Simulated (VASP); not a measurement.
# Ti4C5 in VASP: single point with r2SCAN

Aim: the single point of Ti4C5 with r2SCAN.

All numbers are computed with VASP 6.6.1; they aren't measurements. Logs are shortened: lines on timing, memory, paths and dates and some standing lists are left out, and cuts for length are marked.

## 1. The cell of the first run

The cell holds a slab with vacuum, 9 atoms: a = 3.060 Å, b = 3.060 Å, c = 27.746 Å, α = 90.00°, β = 90.00°, γ = 120.00°.

## 2. Single point, r2SCAN

Contents of POSCAR:

```
Ti4C5
1.0
    3.0603581490      0.0000000000      0.0000000000
   -1.5301790745      2.6503479017      0.0000000000
    0.0000000000      0.0000000000     27.7457018777
C Ti
5 4
Direct
    0.3333333333      0.6666666667      0.3063537566
    0.0000000000      0.0000000000      0.3964135423
    0.6666666667      0.3333333333      0.4863052504
    0.3333333333      0.6666666667      0.5760579704
    0.0000000000      0.0000000000      0.6606973153
    0.6666666667      0.3333333333      0.3513836495
    0.3333333333      0.6666666667      0.4414434351
    0.0000000000      0.0000000000      0.5313330534
    0.6666666667      0.3333333333      0.6216326502
```

Contents of INCAR.step1:

```
ALGO = Normal
DIPOL = 0.5 0.5 0.486
EDIFF = 1E-4
ENCUT = 520
GGA = PE
IDIPOL = 3
ISMEAR = 0
LASPH = True
LCHARG = False
LDIPOL = True
LREAL = False
LWAVE = True
NBANDS = 44
NELM = 60
PREC = Accurate
SIGMA = 0.1
```

Contents of INCAR.step2:

```
ALGO = Normal
DIPOL = 0.5 0.5 0.486
EDIFF = 1E-7
ENCUT = 520
IDIPOL = 3
ISIF = 2
ISMEAR = 0
ISTART = 1
LASPH = True
LCHARG = True
LDIPOL = True
LELF = True
LMIXTAU = True
LREAL = False
LVACPOTAV = True
LVHAR = True
LWAVE = False
METAGGA = R2SCAN
NBANDS = 44
NELM = 60
PREC = Accurate
SIGMA = 0.1
```

Contents of KPOINTS:

```
k-points
0
Gamma
  12 12 1
```

Potentials or basis: VASP PAW PBE potentials, release 64 (C, Ti_sv).

On the command line:

```console
$ cat potpaw_PBE.64/C/POTCAR potpaw_PBE.64/Ti_sv/POTCAR > POTCAR
$ cp INCAR.step1 INCAR
$ mpirun -np 1 vasp_std > vasp.out
$ cp INCAR.step2 INCAR
$ mpirun -np 1 vasp_std > vasp.out
```

OUTCAR:

```text
EDIFF = 1E-7
   ENCUT = 520
   ISIF = 2
   ISMEAR = 0
   ISTART = 1
   LASPH = True
   LREAL = False
   METAGGA = R2SCAN
   NELM = 60
   PREC = Accurate

 ion  position               nearest neighbor table
   1  0.333  0.667  0.306-   6 2.16   6 2.16   6 2.16
   2  0.000  0.000  0.396-   7 2.16   6 2.16   7 2.16   6 2.16   7 2.16   6 2.16
   3  0.667  0.333  0.486-   7 2.16   7 2.16   7 2.16   8 2.16   8 2.16   8 2.16
   4  0.333  0.667  0.576-   8 2.16   8 2.16   8 2.16   9 2.17   9 2.17   9 2.17
   5  0.000  0.000  0.661-   9 2.07   9 2.07   9 2.07
   6  0.667  0.333  0.351-   2 2.16   2 2.16   2 2.16   1 2.16   1 2.16   1 2.16
   7  0.333  0.667  0.441-   3 2.16   3 2.16   3 2.16   2 2.16   2 2.16   2 2.16
   8  0.000  0.000  0.531-   4 2.16   4 2.16   4 2.16   3 2.16   3 2.16   3 2.16
   9  0.667  0.333  0.622-   5 2.07   5 2.07   5 2.07   4 2.17   4 2.17   4 2.17

  LATTYP: Found a hexagonal cell.
 ALAT       =     3.0603581490
 C/A-ratio  =     9.0661617127

  Lattice vectors:

 A1 = (   3.0603581490,   0.0000000000,   0.0000000000)
 A2 = (  -1.5301790745,   2.6503479017,   0.0000000000)
 A3 = (   0.0000000000,   0.0000000000,  27.7457018777)

Analysis of symmetry for initial positions (statically):
=====================================================================
 Subroutine PRICEL returns:
 Original cell was already a primitive cell.

 Routine SETGRP: Setting up the symmetry group for a
 hexagonal supercell.

 Subroutine GETGRP returns: Found  6 space group operations
 (whereof  6 operations were pure point group operations)
 out of a pool of 24 trial point group operations.

The static configuration has the point symmetry C_3v.

Analysis of symmetry for dynamics (positions and initial velocities):
=====================================================================
 Subroutine PRICEL returns:
 Original cell was already a primitive cell.

 Routine SETGRP: Setting up the symmetry group for a
 hexagonal supercell.

 Subroutine GETGRP returns: Found  6 space group operations
 (whereof  6 operations were pure point group operations)
 out of a pool of 24 trial point group operations.

The dynamic configuration has the point symmetry C_3v.

 Subroutine INISYM returns: Found  6 space group operations
 (whereof  6 operations are pure point group operations),
 and found     1 'primitive' translations

----------------------------------------------------------------------------------------

                                     Primitive cell

  volume of cell :     225.0458

  direct lattice vectors                    reciprocal lattice vectors
     3.060358149  0.000000000  0.000000000     0.326759141  0.188654478  0.000000000
    -1.530179074  2.650347902  0.000000000     0.000000000  0.377308956  0.000000000
     0.000000000  0.000000000 27.745701878     0.000000000  0.000000000  0.036041618

  length of vectors
     3.060358149  3.060358149 27.745701878     0.377308956  0.377308956  0.036041618

  position of ions in fractional coordinates (direct lattice)
     0.333333333  0.666666667  0.306353757
     0.000000000  0.000000000  0.396413542
     0.666666667  0.333333333  0.486305250
     0.333333333  0.666666667  0.576057970
     0.000000000  0.000000000  0.660697315
     0.666666667  0.333333333  0.351383650
     0.333333333  0.666666667  0.441443435
     0.000000000  0.000000000  0.531333053
     0.666666667  0.333333333  0.621632650

  ion indices of the primitive-cell ions
   primitive index   ion index
                 1           1
                 2           2
                 3           3
                 4           4
                 5           5
                 6           6
                 7           7
                 8           8
                 9           9

----------------------------------------------------------------------------------------

 KPOINTS: k-points

Automatic generation of k-mesh.
 Grid dimensions read from file:
 generate k-points for:   12   12    1

 Generating k-lattice:

  Cartesian coordinates                     Fractional coordinates (reciprocal lattice)
     0.027229928  0.015721207  0.000000000     0.083333333  0.000000000  0.000000000
     0.000000000  0.031442413  0.000000000     0.000000000  0.083333333  0.000000000
     0.000000000  0.000000000  0.036041618     0.000000000  0.000000000  1.000000000

  Length of vectors
     0.031442413  0.031442413  0.036041618

  Shift w.r.t. Gamma in fractional coordinates (k-lattice)
     0.000000000  0.000000000  0.000000000

 Subroutine IBZKPT returns following result:
 ===========================================

 Found     19 irreducible k-points:

 Following reciprocal coordinates:
            Coordinates               Weight
  0.000000  0.000000  0.000000      1.000000
  0.083333  0.000000  0.000000      6.000000
  0.166667  0.000000  0.000000      6.000000
  0.250000  0.000000  0.000000      6.000000
  0.333333 -0.000000  0.000000      6.000000
  0.416667 -0.000000  0.000000      6.000000
[... 11 lines left out ...]
  0.333333  0.250000  0.000000     12.000000
  0.333333  0.333333  0.000000      2.000000
   k-points           NKPTS =     19   k-points in BZ     NKDIM =     19   number of bands    NBANDS=     44
   number of dos      NEDOS =    301   number of ions     NIONS =      9
   total plane-waves  NPLWV = 120960
   dimension x,y,z NGX =    24 NGY =   24 NGZ =  210
   dimension x,y,z NGXF=    48 NGYF=   48 NGZF=  420
   ions per type =               5   4
   NGX,Y,Z   is equivalent  to a cutoff of  13.04, 13.04, 12.58 a.u.
   NGXF,Y,Z  is equivalent  to a cutoff of  26.07, 26.07, 25.17 a.u.
 SYSTEM =  unknown system
   PREC   = accura    normal or accurate (medium, high low for compatibility)
   ISTART =      1    job   : 0-new  1-cont  2-samecut
   ICHARG =      0    charge: 1-file 2-atom 10-const
   ISPIN  =      1    spin polarized calculation?
   LNONCOLLINEAR =      F non collinear calculations
   LSORBIT =      F    spin-orbit coupling
   LASPH  =      T    aspherical Exc in radial PAW
   ENCUT  =  520.0 eV  38.22 Ry    6.18 a.u.   5.69  5.69 51.59*2*pi/ulx,y,z
   NELM   =     60;   NELMIN=  2; NELMDL=  0     # of ELM steps
   EDIFF  = 0.1E-06   stopping-criterion for ELM
   LREAL  =      F    real-space projection
   EDIFFG = 0.1E-05   stopping-criterion for IOM
   NSW    =      0    number of steps for IOM
   IBRION =     -1    ionic relax: 0-MD 1-quasi-New 2-CG
   NFREE  =      0    steps in history (QN), initial steepest desc. (CG)
   ISIF   =      2    stress and relaxation
   ISYM   =      2    0-nonsym 1-usesym 2-fastsym
   POTIM  = 0.5000    time-step for ionic-motion
   TEBEG  =    0.0;   TEEND  =   0.0 temperature during run
   PSTRESS=    0.0 pullay stress
   NELECT =      68.0000    total number of electrons
   NUPDOWN=      -1.0000    fix difference up-down
   EMIN   =  10.00;   EMAX   =-10.00  energy-range for DOS
   EFERMI =   0.00;   METHOD = LEGACY
   ISMEAR =     0;   SIGMA  =   0.10  broadening in eV -4-tet -1-fermi 0-gaus
   EFERMI_NEDOS =   21; number of points for ismear=-14 and -15
   IALGO  =     38    algorithm
   IMIX   =      4    mixing-type and parameters
     AMIX     =   0.40;   BMIX     =  1.00
     AMIX_MAG =   1.60;   BMIX_MAG =  1.00
  volume/ion in A,a.u.               =      25.01       168.74
  Fermi-wavevector in a.u.,A,eV,Ry     =   1.098553  2.075963 16.419753  1.206818
  Thomas-Fermi vector in A             =   2.234932
   LORBIT       =      0    0 simple, 1 ext, 2 COOP (PROOUT), +10 PAW based schemes
   METAGGA = R2SCAN    functional components
   LHFCALC =     F    Hartree Fock is set to
   AEXX    =    0.0000 exact exchange contribution
   IVDW    =     0    specifies the selected vdW correction
   LEPSILON=     F    determine dielectric tensor
   LRPA    =     F    only Hartree local field effects (RPA)
 non-spin polarized calculation
 Gauss-broadening in eV      SIGMA  =   0.10
  energy-cutoff  :      520.00
  volume of cell :      225.05
 maximum number of plane-waves:      6082
 NGX is ok and might be reduce to    24
   NGX = 11   NGY = 11   NGZ =103

 dipolmoment           0.000000      0.000000      0.007559 electrons x Angstroem

 number of electron      67.9999987 magnetization

 dipolmoment           0.000000      0.000000     -0.004548 electrons x Angstroem

 Free energy of the ion-electron system (eV)
  ---------------------------------------------------
  ext. energy  EPLUGINS =         0.00000000
  ---------------------------------------------------
  free energy    TOTEN  =      -100.79997465 eV

  energy without entropy =     -100.77489575  energy(sigma->0) =     -100.78743520

 E-fermi :  -0.5237     XC(G=0):  -5.9193

 val. band max:       -0.5242005480   @ k =   0.3333   0.3333   0.0000
 cond. band min:      -0.4743879206   @ k =   0.3333   0.1667   0.0000
 fundamental gap:      0.0498126274
 Fermi energy:        -0.5237199696

 k-point     1 :       0.0000    0.0000    0.0000
  band No.  band energies     occupation
      1     -59.5912      2.00000
      2     -59.5340      2.00000
      3     -59.1170      2.00000
      4     -58.8294      2.00000
      5     -34.9937      2.00000
      6     -34.7394      2.00000
[... 36 lines left out ...]
     43       2.1435      0.00000
     44       2.5316      0.00000

 k-point     2 :       0.0833    0.0000    0.0000
  band No.  band energies     occupation
      1     -59.5874      2.00000
      2     -59.5309      2.00000
      3     -59.1136      2.00000
      4     -58.8258      2.00000
      5     -34.9844      2.00000
      6     -34.7427      2.00000
[... 791 lines left out ...]
 k-point    19 :       0.3333    0.3333    0.0000
  band No.  band energies     occupation
      1     -59.5256      2.00000
      2     -59.4836      2.00000
      3     -59.0595      2.00000
      4     -58.7688      2.00000
      5     -34.9369      2.00000
      6     -34.9309      2.00000
[... 36 lines left out ...]
     43       2.8276      0.00000
     44       3.5167      0.00000

------------------------ aborting loop because EDIFF is reached ----------------------------------------

 vacuum level on the upper side and lower side of the slab       (xc-potential included)        -0.052         0.034

  FORCE on cell =-STRESS in cart. coord.  units (eV):
  Direction    XX          YY          ZZ          XY          YZ          ZX
  --------------------------------------------------------------------------------------
  -------------------------------------------------------------------------------------
  Total       -0.3835986     -0.3835986     -0.9512261     -0.0000000      0.0000000     -0.0000000
  in kB       -2.7309689     -2.7309689     -6.7721022     -0.0000000      0.0000000     -0.0000000
  external PRESSURE =      -4.0780134 kB  Pullay stress =       0.0000000 kB

 VOLUME and BASIS-vectors are now :
 -----------------------------------------------------------------------------
  energy-cutoff  :      520.00
  volume of cell :      225.05
      direct lattice vectors                 reciprocal lattice vectors
     3.060358149  0.000000000  0.000000000     0.326759141  0.188654478  0.000000000
    -1.530179074  2.650347902  0.000000000     0.000000000  0.377308956  0.000000000
     0.000000000  0.000000000 27.745701878     0.000000000  0.000000000  0.036041618

 POSITION                                       TOTAL-FORCE (eV/Angst)
 -----------------------------------------------------------------------------------
     -0.00000      1.76690      8.50000         0.000000      0.000000      1.080765
      0.00000      0.00000     10.99877         0.000000     -0.000000     -0.307957
      1.53018      0.88345     13.49288        -0.000000      0.000000      0.000378
     -0.00000      1.76690     15.98313         0.000000     -0.000000      0.002296
      0.00000      0.00000     18.33151         0.000000     -0.000000      0.037222
      1.53018      0.88345      9.74939        -0.000000     -0.000000     -0.977525
     -0.00000      1.76690     12.24816         0.000000     -0.000000      0.146891
      0.00000      0.00000     14.74221         0.000000     -0.000000     -0.002400
      1.53018      0.88345     17.24763        -0.000000     -0.000000      0.020329
 -----------------------------------------------------------------------------------
    total drift:                                0.000000      0.000000     -0.004351

  FREE ENERGIE OF THE ION-ELECTRON SYSTEM (eV)
  ---------------------------------------------------
  free  energy   TOTEN  =      -100.7999746484 eV

  energy  without entropy=     -100.7748957495  energy(sigma->0) =     -100.78743520

 vacuum level on the upper side and lower side of the slab         6.264         6.366
```

Wall time 31 min (1 thread of Oxide Virtual Turin-like, shared host); peak memory 0.43 GiB.

What came out:

- Free energy: -100.8000 eV
- Largest force: 1.081 eV/Å
- Band gap on the k mesh: zero (bands 34 and 35 overlap by 1.46 eV)
- Work function of the upper face: 6.79 eV
- Work function of the lower face: 6.89 eV

Forces on the atoms (eV/Å):
```
C    0.000  0.000  1.081
C    0.000  0.000 -0.308
C    0.000  0.000  0.000
C    0.000  0.000  0.002
C    0.000  0.000  0.037
Ti   0.000  0.000 -0.978
Ti   0.000  0.000  0.147
Ti   0.000  0.000 -0.002
Ti   0.000  0.000  0.020
```

Levels at points of the mesh, in eV from the Fermi level:
| k point | band 32 | band 33 | band 34 | band 35 | band 36 | band 37 |
| --- | --- | --- | --- | --- | --- | --- |
| (0.00, 0.00, 0.00) | 0.08 | 0.08 | 1.18 | 1.18 | 1.29 | 1.80 |
| (0.50, 0.00, 0.00) | -1.37 | -1.14 | 0.00 | 0.07 | 0.39 | 0.76 |

Caveat: the PAW data sets were made with another functional, which shifts forces and pressure a little.

The gap in the log of VASP goes by the Fermi energy; the results here count the filled bands.